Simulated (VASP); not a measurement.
Write the native input for VASP 6.6.1 that does the following.

| Quantity | Value |
| --- | --- |
| Task | single point |
| Functional | BLYP |
| Potentials or basis | VASP PAW PBE potentials, release 64 (As) |
| Cutoff | 520 eV |
| k mesh | 13 × 13 × 13 |
| Occupations | fermi-dirac, width 0.1 eV |
| Spin | no spin polarisation |
| Dipole correction | no |
| Further INCAR settings | ALGO = Normal; EDIFF = 1e-06; NBANDS = 8 |

The structure of As lies in POSCAR:

```
As
1.0
    2.8866003135      0.0000000000      0.0000000000
    0.0000000000      2.8866003135      0.0000000000
    0.0000000000      0.0000000000      2.8866003135
As
1
Direct
    0.0000000000      0.0000000000      0.0000000000
```

This cell differs from its parent crystal: volume scaled by 1.08.

One way to write it, as run:

INCAR

```
  PREC = Accurate
  ENCUT = 520
  EDIFF = 1E-6
  ISMEAR = -1
  SIGMA = 0.1
  LREAL = False
  LASPH = True
  NELM = 80
  ALGO = Normal
  ISIF = 2
  LWAVE = False
  LCHARG = False
  GGA = B5
  ALDAX = 1.0
  AGGAX = 1.0
  AGGAC = 1.0
  ALDAC = 0.0
  NBANDS = 8
```

KPOINTS

```
Automatic mesh
0
Gamma
  13 13 13
```

Potentials or basis: VASP PAW PBE potentials, release 64 (As).

Run with:

```sh
$ cat potpaw_PBE.64/As/POTCAR > POTCAR
$ mpirun -np 1 vasp_std > vasp.out
```

Results of the run:

* Pressure: -4.2 GPa

Caveat: the PAW data sets were made with another functional, which shifts forces and pressure a little.

Run time: 16 s on 1 thread of Intel Xeon 8259CL, with other jobs on the host, peak memory 0.14 GiB.
